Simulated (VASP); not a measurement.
# Be6CuSn (P-1) in VASP: single point with PBE

Aim: the single point of Be6CuSn with PBE.

All numbers are computed with VASP 6.6.1; they aren't measurements. Logs are shortened: lines on timing, memory, paths and dates and some standing lists are left out, and cuts for length are marked.

## 1. The cell of the first run

The typed cell holds 8 atoms: a = 3.981 Å, b = 5.521 Å, c = 6.313 Å, α = 114.36°, β = 64.36°, γ = 128.77°.

## 2. Single point, PBE

INCAR reads:

```
PREC = Accurate ; ENCUT = 520
EDIFF = 1E-7 ; ISMEAR = -1
SIGMA = 0.1 ; LREAL = False
LASPH = True ; NELM = 80
ALGO = Normal ; ISIF = 2
LWAVE = False ; LCHARG = False
GGA = PE ; NBANDS = 28
```

KPOINTS reads:

```
Automatic mesh
0
Gamma
  5 5 4
  0 0.5 0.5
```

POSCAR reads:

```
Be6CuSn
1.0
    3.8217163016     -0.8053984220      0.7692047655
   -2.5698429230      4.8864861216     -0.0079243084
    1.2022417867     -2.3006208025      5.7548829978
Be Cu Sn
6 1 1
Direct
    0.4226383426      0.7708657700      0.8599112099
    0.5773616574      0.2291342300      0.1400887901
    0.7322774467      0.4859905551      0.8362458155
    0.2677225533      0.5140094449      0.1637541845
    1.0645834224      0.2638811172      0.7823121033
   -0.0645834224      0.7361188828      0.2176878967
    0.0000000000      0.0000000000      0.0000000000
    0.5000000000      0.0000000000      0.5000000000
```

Potentials or basis: VASP PAW PBE potentials, release 64 (Be, Cu, Sn_d).

On the command line:

```sh
cat potpaw_PBE.64/Be/POTCAR potpaw_PBE.64/Cu/POTCAR potpaw_PBE.64/Sn_d/POTCAR > POTCAR
mpirun -np 1 vasp_std > vasp.out
```

OUTCAR:

```text
PREC = Accurate
   ENCUT = 520
   EDIFF = 1E-7
   ISMEAR = -1
   LREAL = False
   LASPH = True
   NELM = 80
   ISIF = 2
   GGA = PE

 ion  position               nearest neighbor table
   1  0.423  0.771  0.860-   5 2.14   3 2.19   7 2.20   6 2.24   2 2.28   5 2.34   7 2.38   8 2.85

   2  0.577  0.229  0.140-   6 2.14   4 2.19   7 2.20   5 2.24   1 2.28   6 2.34   7 2.38   8 2.85

   3  0.732  0.486  0.836-   4 2.12   5 2.16   1 2.19   7 2.24   5 2.25   8 2.54   7 2.58
   4  0.268  0.514  0.164-   3 2.12   6 2.16   2 2.19   7 2.24   6 2.25   8 2.54   7 2.58
   5  0.065  0.264  0.782-   1 2.14   3 2.16   7 2.23   2 2.24   3 2.25   1 2.34   8 2.58   8 2.75

   6  0.935  0.736  0.218-   2 2.14   4 2.16   7 2.23   1 2.24   4 2.25   2 2.34   8 2.58   8 2.75

   7  0.000  0.000  0.000-   2 2.20   1 2.20   6 2.23   5 2.23   3 2.24   4 2.24   1 2.38   2 2.38
                             3 2.58   4 2.58   8 2.91   8 2.91
   8  0.500  0.000  0.500-   3 2.54   4 2.54   5 2.58   6 2.58   5 2.75   6 2.75   2 2.85   1 2.85
                             7 2.91   7 2.91

  LATTYP: Found a triclinic cell.
 ALAT       =     5.5210417550
 B/A-ratio  =     1.6876638133
 C/A-ratio  =     0.7210026307
 COS(alpha) =     0.0217214521
 COS(beta)  =     0.6262247502
 COS(gamma) =     0.6380590692

  Lattice vectors:

 A1 = (   2.5698429230,  -4.8864861216,   0.0079243084)
 A2 = (   0.1157277577,  -6.6669530187,  -6.5082391465)
 A3 = (   3.8217163016,  -0.8053984220,   0.7692047655)

Analysis of symmetry for initial positions (statically):
=====================================================================
 Subroutine PRICEL returns:
 Original cell was already a primitive cell.

 Routine SETGRP: Setting up the symmetry group for a
 triclinic supercell.

 Subroutine GETGRP returns: Found  2 space group operations
 (whereof  2 operations were pure point group operations)
 out of a pool of  2 trial point group operations.

The static configuration has the point symmetry S_2 .

Analysis of symmetry for dynamics (positions and initial velocities):
=====================================================================
 Subroutine PRICEL returns:
 Original cell was already a primitive cell.

 Routine SETGRP: Setting up the symmetry group for a
 triclinic supercell.

 Subroutine GETGRP returns: Found  2 space group operations
 (whereof  2 operations were pure point group operations)
 out of a pool of  2 trial point group operations.

The dynamic configuration has the point symmetry S_2 .

 Subroutine INISYM returns: Found  2 space group operations
 (whereof  2 operations are pure point group operations),
 and found     1 'primitive' translations
[... 115 lines left out ...]
   POTIM  = 0.5000    time-step for ionic-motion
   TEBEG  =    0.0;   TEEND  =   0.0 temperature during run
   PSTRESS=    0.0 pullay stress
   NELECT =      37.0000    total number of electrons
   NUPDOWN=      -1.0000    fix difference up-down
   EMIN   =  10.00;   EMAX   =-10.00  energy-range for DOS
   EFERMI =   0.00;   METHOD = LEGACY
   ISMEAR =    -1;   SIGMA  =   0.10  broadening in eV -4-tet -1-fermi 0-gaus
   EFERMI_NEDOS =   21; number of points for ismear=-14 and -15
   IALGO  =     38    algorithm
   IMIX   =      4    mixing-type and parameters
     AMIX     =   0.40;   BMIX     =  1.00
     AMIX_MAG =   1.60;   BMIX_MAG =  1.00
  volume/ion in A,a.u.               =      11.94        80.58
  Fermi-wavevector in a.u.,A,eV,Ry     =   1.193348  2.255100 19.375771  1.424079
  Thomas-Fermi vector in A             =   2.329364
   LORBIT       =      0    0 simple, 1 ext, 2 COOP (PROOUT), +10 PAW based schemes
   GGA     = PE    functional components
   LHFCALC =     F    Hartree Fock is set to
   AEXX    =    0.0000 exact exchange contribution
   IVDW    =     0    specifies the selected vdW correction
   LEPSILON=     F    determine dielectric tensor
   LRPA    =     F    only Hartree local field effects (RPA)
 non-spin polarized calculation
  energy-cutoff  :      520.00
  volume of cell :       95.53
 maximum number of plane-waves:      2587
 NGX is ok and might be reduce to    30
   NGX = 15   NGY = 21   NGZ = 23

 number of electron      36.9999991 magnetization

 Free energy of the ion-electron system (eV)
  ---------------------------------------------------
  ext. energy  EPLUGINS =         0.00000000
  ---------------------------------------------------
  free energy    TOTEN  =       -28.04680077 eV

  energy without entropy =      -27.99333956  energy(sigma->0) =      -28.02007016

 E-fermi :   6.2363     XC(G=0): -10.3581

 val. band max:        6.2143664991   @ k =  -0.4000  -0.1000   0.1250
 cond. band min:       6.2815806542   @ k =   0.4000   0.3000   0.3750
 fundamental gap:      0.0672141551
 Fermi energy:         6.2362750029

 k-point     1 :      -0.0000    0.1000    0.1250
  band No.  band energies     occupation
      1     -15.2615      2.00000
      2     -15.2385      2.00000
      3     -15.2319      2.00000
      4     -15.2037      2.00000
      5     -15.1719      2.00000
      6      -4.0923      2.00000
[... 733 lines left out ...]
     27      13.6164      0.00000
     28      14.3796      0.00000

 [... further k-points ...]

------------------------ aborting loop because EDIFF is reached ----------------------------------------

  FORCE on cell =-STRESS in cart. coord.  units (eV):
  Direction    XX          YY          ZZ          XY          YZ          ZX
  --------------------------------------------------------------------------------------
  -------------------------------------------------------------------------------------
  Total        0.0710786      0.0778407      0.0298012     -0.0079927      0.0038419      0.0434301
  in kB        1.1921320      1.3055463      0.4998264     -0.1340530      0.0644362      0.7284111
  external PRESSURE =       0.9991683 kB  Pullay stress =       0.0000000 kB

 VOLUME and BASIS-vectors are now :
 -----------------------------------------------------------------------------
  energy-cutoff  :      520.00
  volume of cell :       95.53
      direct lattice vectors                 reciprocal lattice vectors
     3.821716302 -0.805398422  0.769204766     0.294189008  0.154717036  0.000392521
    -2.569842923  4.886486122 -0.007924308     0.029994998  0.220553469  0.081904126
     1.202241787 -2.300620803  5.754882998    -0.039280364 -0.020375974  0.173825794

 POSITION                                       TOTAL-FORCE (eV/Angst)
 -----------------------------------------------------------------------------------
      0.66802      1.44810      5.26768         0.005489     -0.002971     -0.008407
      1.78609      0.33236      1.24849        -0.005489      0.002971      0.008407
      2.55501     -0.13887      5.37192         0.000394     -0.004413     -0.010355
     -0.10089      1.91934      1.14425        -0.000394      0.004413      0.010355
      0.50921     -0.56237      4.54970        -0.001981      0.010644     -0.006238
      1.94490      2.34283      1.96646         0.001981     -0.010644      0.006238
      0.00000      0.00000      0.00000         0.000000     -0.000000      0.000000
      2.51198     -1.55301      3.26204         0.000000     -0.000000      0.000000
 -----------------------------------------------------------------------------------
    total drift:                                0.000000     -0.000000      0.000000

  FREE ENERGIE OF THE ION-ELECTRON SYSTEM (eV)
  ---------------------------------------------------
  free  energy   TOTEN  =       -28.0468007660 eV

  energy  without entropy=      -27.9933395589  energy(sigma->0) =      -28.02007016
```

It took 5.3 min on 1 thread of Oxide Virtual Turin-like, shared host; peak memory 0.28 GiB.

Results:

```yaml
Free_energy: -28.0468 eV
Pressure: 0.1 GPa
Largest_force: 0.012 eV/Å
Band_gap_on_the_k_mesh: zero (an odd number of electrons rules out a gap without spin polarisation)
```

Forces on the atoms (eV/Å):
```
Be   0.005 -0.003 -0.008
Be  -0.005  0.003  0.008
Be   0.000 -0.004 -0.010
Be   0.000  0.004  0.010
Be  -0.002  0.011 -0.006
Be   0.002 -0.011  0.006
Cu   0.000  0.000  0.000
Sn   0.000  0.000  0.000
```

Stress tensor (GPa, compression positive):
```
 0.12 -0.01  0.07
-0.01  0.13  0.01
 0.07  0.01  0.05
```

Caveat: spin-orbit coupling is left out, which moves the levels of the heavy elements.
